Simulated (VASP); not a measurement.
# Ge in VASP: single point with PBE

Aim: the single point of Ge with PBE.

Everything below comes from runs of VASP 6.6.1. Logs are shortened: lines on timing, memory, paths and dates and some standing lists are left out, and cuts for length are marked.

## (1) The cell of the first run

The cell holds a slab with vacuum, 10 atoms: a = 4.058 Å, b = 4.058 Å, c = 29.226 Å, α = 90.00°, β = 90.00°, γ = 120.00°.

## (2) Single point, PBE

Input file INCAR:

```
SYSTEM = Ge
PREC = Accurate ; ENCUT = 520
EDIFF = 1E-6 ; ISMEAR = 0
SIGMA = 0.1 ; LREAL = .False.
LASPH = .True. ; NELM = 80
ALGO = Normal ; ISIF = 2
LWAVE = .False. ; LCHARG = .False.
LDIPOL = .True. ; IDIPOL = 3
DIPOL = 0.5 0.5 0.500 ; GGA = PE
NBANDS = 81
```

Input file KPOINTS:

```
Automatic mesh
0
Gamma
  9 9 1
  0 0 0
```

Input file POSCAR:

```
Ge
1.0
    4.0581567079      0.0000000000      0.0000000000
   -2.0290783540      3.5144668016      0.0000000000
    0.0000000000      0.0000000000     29.2255198809
Ge
10
Direct
    0.3333333333      0.6666666667      0.2566250329
    0.6666666667      0.3333333333      0.2853828958
    0.6666666667      0.3333333333      0.3711230507
    0.3333333333      0.6666666667      0.3998809136
    0.3333333333      0.6666666667      0.4856210685
    0.6666666667      0.3333333333      0.5143789315
    0.6666666667      0.3333333333      0.6001190864
    0.3333333333      0.6666666667      0.6288769493
    0.3333333333      0.6666666667      0.7146171042
    0.6666666667      0.3333333333      0.7433749671
```

Potentials or basis: VASP PAW PBE potentials, release 64 (Ge_d).

Launch:

```console
> cat potpaw_PBE.64/Ge_d/POTCAR > POTCAR
> mpirun -np 1 vasp_std > vasp.out
```

OUTCAR:

```text
SYSTEM = Ge
   PREC = Accurate
   ENCUT = 520
   EDIFF = 1E-6
   ISMEAR = 0
   LREAL = .False.
   LASPH = .True.
   NELM = 80
   ISIF = 2
   GGA = PE

 ion  position               nearest neighbor table
   1  0.333  0.667  0.257-   2 2.49   2 2.49   2 2.49
   2  0.667  0.333  0.285-   1 2.49   1 2.49   1 2.49   3 2.51
   3  0.667  0.333  0.371-   4 2.49   4 2.49   4 2.49   2 2.51
   4  0.333  0.667  0.400-   3 2.49   3 2.49   3 2.49   5 2.51
   5  0.333  0.667  0.486-   6 2.49   6 2.49   6 2.49   4 2.51
   6  0.667  0.333  0.514-   5 2.49   5 2.49   5 2.49   7 2.51
   7  0.667  0.333  0.600-   8 2.49   8 2.49   8 2.49   6 2.51
   8  0.333  0.667  0.629-   7 2.49   7 2.49   7 2.49   9 2.51
   9  0.333  0.667  0.715-  10 2.49  10 2.49  10 2.49   8 2.51
  10  0.667  0.333  0.743-   9 2.49   9 2.49   9 2.49

  LATTYP: Found a hexagonal cell.
 ALAT       =     4.0581567079
 C/A-ratio  =     7.2016735638

  Lattice vectors:

 A1 = (   4.0581567079,   0.0000000000,   0.0000000000)
 A2 = (  -2.0290783540,   3.5144668016,   0.0000000000)
 A3 = (   0.0000000000,   0.0000000000,  29.2255198809)

Analysis of symmetry for initial positions (statically):
=====================================================================
 Subroutine PRICEL returns:
 Original cell was already a primitive cell.

 Routine SETGRP: Setting up the symmetry group for a
 hexagonal supercell.

 Subroutine GETGRP returns: Found 12 space group operations
 (whereof 12 operations were pure point group operations)
 out of a pool of 24 trial point group operations.

The static configuration has the point symmetry D_3d.

Analysis of symmetry for dynamics (positions and initial velocities):
=====================================================================
 Subroutine PRICEL returns:
 Original cell was already a primitive cell.

 Routine SETGRP: Setting up the symmetry group for a
 hexagonal supercell.

 Subroutine GETGRP returns: Found 12 space group operations
 (whereof 12 operations were pure point group operations)
 out of a pool of 24 trial point group operations.

The dynamic configuration has the point symmetry D_3d.

 Subroutine INISYM returns: Found 12 space group operations
 (whereof 12 operations are pure point group operations),
 and found     1 'primitive' translations

----------------------------------------------------------------------------------------

                                     Primitive cell

  volume of cell :     416.8219

  direct lattice vectors                    reciprocal lattice vectors
     4.058156708  0.000000000  0.000000000     0.246417295  0.142269092  0.000000000
    -2.029078354  3.514466802  0.000000000     0.000000000  0.284538184  0.000000000
     0.000000000  0.000000000 29.225519881     0.000000000  0.000000000  0.034216671

  length of vectors
     4.058156708  4.058156708 29.225519881     0.284538184  0.284538184  0.034216671

  position of ions in fractional coordinates (direct lattice)
     0.333333333  0.666666667  0.256625033
     0.666666667  0.333333333  0.285382896
     0.666666667  0.333333333  0.371123051
     0.333333333  0.666666667  0.399880914
     0.333333333  0.666666667  0.485621069
     0.666666667  0.333333333  0.514378931
     0.666666667  0.333333333  0.600119086
     0.333333333  0.666666667  0.628876949
     0.333333333  0.666666667  0.714617104
     0.666666667  0.333333333  0.743374967

  ion indices of the primitive-cell ions
   primitive index   ion index
                 1           1
                 2           2
                 3           3
                 4           4
                 5           5
                 6           6
                 7           7
                 8           8
                 9           9
                10          10

----------------------------------------------------------------------------------------

 KPOINTS: Automatic mesh

Automatic generation of k-mesh.
 Grid dimensions read from file:
 generate k-points for:    9    9    1

 Generating k-lattice:

  Cartesian coordinates                     Fractional coordinates (reciprocal lattice)
     0.027379699  0.015807677  0.000000000     0.111111111  0.000000000  0.000000000
     0.000000000  0.031615354  0.000000000     0.000000000  0.111111111  0.000000000
     0.000000000  0.000000000  0.034216671     0.000000000  0.000000000  1.000000000

  Length of vectors
     0.031615354  0.031615354  0.034216671

  Shift w.r.t. Gamma in fractional coordinates (k-lattice)
     0.000000000  0.000000000  0.000000000

 Subroutine IBZKPT returns following result:
 ===========================================

 Found     12 irreducible k-points:

 Following reciprocal coordinates:
            Coordinates               Weight
  0.000000  0.000000  0.000000      1.000000
  0.111111 -0.000000  0.000000      6.000000
  0.222222  0.000000  0.000000      6.000000
  0.333333  0.000000  0.000000      6.000000
  0.444444  0.000000  0.000000      6.000000
  0.111111  0.111111  0.000000      6.000000
  0.222222  0.111111  0.000000     12.000000
  0.333333  0.111111  0.000000     12.000000
  0.444444  0.111111  0.000000      6.000000
  0.222222  0.222222  0.000000      6.000000
  0.333333  0.222222  0.000000     12.000000
  0.333333  0.333333  0.000000      2.000000
   k-points           NKPTS =     12   k-points in BZ     NKDIM =     12   number of bands    NBANDS=     81
   number of dos      NEDOS =    301   number of ions     NIONS =     10
   total plane-waves  NPLWV = 201600
   dimension x,y,z NGX =    30 NGY =   30 NGZ =  224
   dimension x,y,z NGXF=    60 NGYF=   60 NGZF=  448
   ions per type =              10
   NGX,Y,Z   is equivalent  to a cutoff of  12.29, 12.29, 12.74 a.u.
   NGXF,Y,Z  is equivalent  to a cutoff of  24.58, 24.58, 25.48 a.u.
 SYSTEM =  Ge
   PREC   = accura    normal or accurate (medium, high low for compatibility)
   ISTART =      0    job   : 0-new  1-cont  2-samecut
   ICHARG =      2    charge: 1-file 2-atom 10-const
   ISPIN  =      1    spin polarized calculation?
   LNONCOLLINEAR =      F non collinear calculations
   LSORBIT =      F    spin-orbit coupling
   LASPH  =      T    aspherical Exc in radial PAW
   ENCUT  =  520.0 eV  38.22 Ry    6.18 a.u.   7.55  7.55 54.34*2*pi/ulx,y,z
   NELM   =     80;   NELMIN=  2; NELMDL= -5     # of ELM steps
   EDIFF  = 0.1E-05   stopping-criterion for ELM
   LREAL  =      F    real-space projection
[... 7 lines left out ...]
   TEBEG  =    0.0;   TEEND  =   0.0 temperature during run
   PSTRESS=    0.0 pullay stress
   NELECT =     140.0000    total number of electrons
   NUPDOWN=      -1.0000    fix difference up-down
   EMIN   =  10.00;   EMAX   =-10.00  energy-range for DOS
   EFERMI =   0.00;   METHOD = LEGACY
   ISMEAR =     0;   SIGMA  =   0.10  broadening in eV -4-tet -1-fermi 0-gaus
   EFERMI_NEDOS =   21; number of points for ismear=-14 and -15
   IALGO  =     38    algorithm
   IMIX   =      4    mixing-type and parameters
     AMIX     =   0.40;   BMIX     =  1.00
     AMIX_MAG =   1.60;   BMIX_MAG =  1.00
  volume/ion in A,a.u.               =      41.68       281.29
  Fermi-wavevector in a.u.,A,eV,Ry     =   1.137978  2.150467 17.619474  1.294995
  Thomas-Fermi vector in A             =   2.274683
   LORBIT       =      0    0 simple, 1 ext, 2 COOP (PROOUT), +10 PAW based schemes
   GGA     = PE    functional components
   LHFCALC =     F    Hartree Fock is set to
   AEXX    =    0.0000 exact exchange contribution
   IVDW    =     0    specifies the selected vdW correction
   LEPSILON=     F    determine dielectric tensor
   LRPA    =     F    only Hartree local field effects (RPA)
 non-spin polarized calculation
 Gauss-broadening in eV      SIGMA  =   0.10
  energy-cutoff  :      520.00
  volume of cell :      416.82
 maximum number of plane-waves:     11293
 NGX is ok and might be reduce to    30
   NGX = 15   NGY = 15   NGZ =109

 dipolmoment           0.000000      0.000000     -0.000000 electrons x Angstroem

 number of electron     139.9999942 magnetization

 dipolmoment           0.000000      0.000000      0.000000 electrons x Angstroem

 Free energy of the ion-electron system (eV)
  ---------------------------------------------------
  ext. energy  EPLUGINS =         0.00000000
  ---------------------------------------------------
  free energy    TOTEN  =       -43.03043733 eV

  energy without entropy =      -42.98709425  energy(sigma->0) =      -43.00876579

 E-fermi :   0.3928     XC(G=0):  -6.0186

 val. band max:        0.3875085273   @ k =   0.2222   0.2222   0.0000
 cond. band min:       0.4068117357   @ k =   0.2222   0.2222   0.0000
 fundamental gap:      0.0193032083
 Fermi energy:         0.3927634651

 k-point     1 :       0.0000    0.0000    0.0000
  band No.  band energies     occupation
      1     -24.2933      2.00000
      2     -24.2933      2.00000
      3     -24.2413      2.00000
      4     -24.2358      2.00000
      5     -24.2358      2.00000
      6     -24.2322      2.00000
[... 73 lines left out ...]
     80       3.6245      0.00000
     81       3.9252      0.00000

 k-point     2 :       0.1111   -0.0000    0.0000
  band No.  band energies     occupation
      1     -24.2965      2.00000
      2     -24.2959      2.00000
      3     -24.2484      2.00000
      4     -24.2342      2.00000
      5     -24.2325      2.00000
      6     -24.2290      2.00000
[... 73 lines left out ...]
     80       4.0334      0.00000
     81       4.0440      0.00000
[... 754 lines left out ...]
     80       4.9062      0.00000
     81       5.2434      0.00000

 k-point    12 :       0.3333    0.3333    0.0000
  band No.  band energies     occupation
      1     -24.3213      2.00000
      2     -24.2861      2.00000
      3     -24.2861      2.00000
      4     -24.2474      2.00000
      5     -24.2464      2.00000
      6     -24.2073      2.00000
[... 73 lines left out ...]
     80       5.6948      0.00000
     81       6.1538      0.00000

------------------------ aborting loop because EDIFF is reached ----------------------------------------

 vacuum level on the upper side and lower side of the slab       (xc-potential included)        -0.118        -0.118

  FORCE on cell =-STRESS in cart. coord.  units (eV):
  Direction    XX          YY          ZZ          XY          YZ          ZX
  --------------------------------------------------------------------------------------
  -------------------------------------------------------------------------------------
  Total        0.0852915      0.0852915      1.1016524     -0.0000000      0.0000000     -0.0000000
  in kB        0.3278429      0.3278429      4.2345245     -0.0000000      0.0000000     -0.0000000
  external PRESSURE =       1.6300701 kB  Pullay stress =       0.0000000 kB

 VOLUME and BASIS-vectors are now :
 -----------------------------------------------------------------------------
  energy-cutoff  :      520.00
  volume of cell :      416.82
      direct lattice vectors                 reciprocal lattice vectors
     4.058156708  0.000000000  0.000000000     0.246417295  0.142269092  0.000000000
    -2.029078354  3.514466802  0.000000000     0.000000000  0.284538184  0.000000000
     0.000000000  0.000000000 29.225519881     0.000000000  0.000000000  0.034216671

 POSITION                                       TOTAL-FORCE (eV/Angst)
 -----------------------------------------------------------------------------------
     -0.00000      2.34298      7.50000        -0.000000      0.000000      0.031448
      2.02908      1.17149      8.34046        -0.000000      0.000000     -0.211577
      2.02908      1.17149     10.84626         0.000000      0.000000      0.094120
     -0.00000      2.34298     11.68673        -0.000000      0.000000      0.068374
     -0.00000      2.34298     14.19253        -0.000000      0.000000     -0.111867
      2.02908      1.17149     15.03299         0.000000     -0.000000      0.111867
      2.02908      1.17149     17.53879         0.000000      0.000000     -0.068374
     -0.00000      2.34298     18.37926         0.000000     -0.000000     -0.094120
     -0.00000      2.34298     20.88506         0.000000     -0.000000      0.211577
      2.02908      1.17149     21.72552         0.000000     -0.000000     -0.031448
 -----------------------------------------------------------------------------------
    total drift:                                0.000000      0.000000      0.000000

  FREE ENERGIE OF THE ION-ELECTRON SYSTEM (eV)
  ---------------------------------------------------
  free  energy   TOTEN  =       -43.0304373287 eV

  energy  without entropy=      -42.9870942477  energy(sigma->0) =      -43.00876579

 vacuum level on the upper side and lower side of the slab         4.968         4.968
```

Wall time 11 min (1 thread of Oxide Virtual Turin-like, shared host); peak memory 0.59 GiB.

Results:

| Item | Value |
| --- | --- |
| Free energy | -43.0304 eV |
| Largest force | 0.212 eV/Å |
| Band gap on the k mesh | zero (band 70 reaches 0.70 eV, above the bottom of band 71 at 0.18 eV) |

Forces on the atoms (eV/Å):
```
Ge   0.000  0.000  0.031
Ge   0.000  0.000 -0.212
Ge   0.000  0.000  0.094
Ge   0.000  0.000  0.068
Ge   0.000  0.000 -0.112
Ge   0.000  0.000  0.112
Ge   0.000  0.000 -0.068
Ge   0.000  0.000 -0.094
Ge   0.000  0.000  0.212
Ge   0.000  0.000 -0.031
```
